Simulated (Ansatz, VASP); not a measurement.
**One calculation of BiS, two programs**

```
Bi S
1.0
     2.08150   -5.79048    0.00000
     2.08150    5.79048    0.00000
     0.00000    0.00000    4.32130
Bi S
2 2
Direct
  0.80606 0.19394 0.75000
  0.19394 0.80606 0.25000
  0.53550 0.46450 0.75000
  0.46450 0.53550 0.25000
```

Alike in both runs: functional PBE; k mesh 4 × 4 × 4; occupations gaussian, width 0.1 eV; no spin polarisation.

Ansatz relaxed the structure, and its values are those at the end. VASP's run is a single point on that final structure, the one shown.

|  | VASP | Ansatz |
| --- | --- | --- |
| version | VASP 6.6.1 | Ansatz 0.2.0 |
| potentials or method | VASP PAW PBE potentials, release 64 (Bi_d, S), cutoff 520 eV | scalar-relativistic, plane waves, PAW |
| valence electrons in the cell | 42 | 42 |

```csv
,VASP,Ansatz,Ansatz less VASP
gap on the k mesh at the Fermi level (eV),none,none,-
pressure (GPa),-0.2,-0.1,+0.10
rms of the force components (eV/Å),0.015,0.010,-0.0049
```

A gap of «none» marks a metal or a gap that the smearing closes. The functional is the same, so the differences come from potentials, cutoffs and numerics.

The k mesh is coarse, so the values compare programs but aren't converged. Spin-orbit coupling is off throughout.
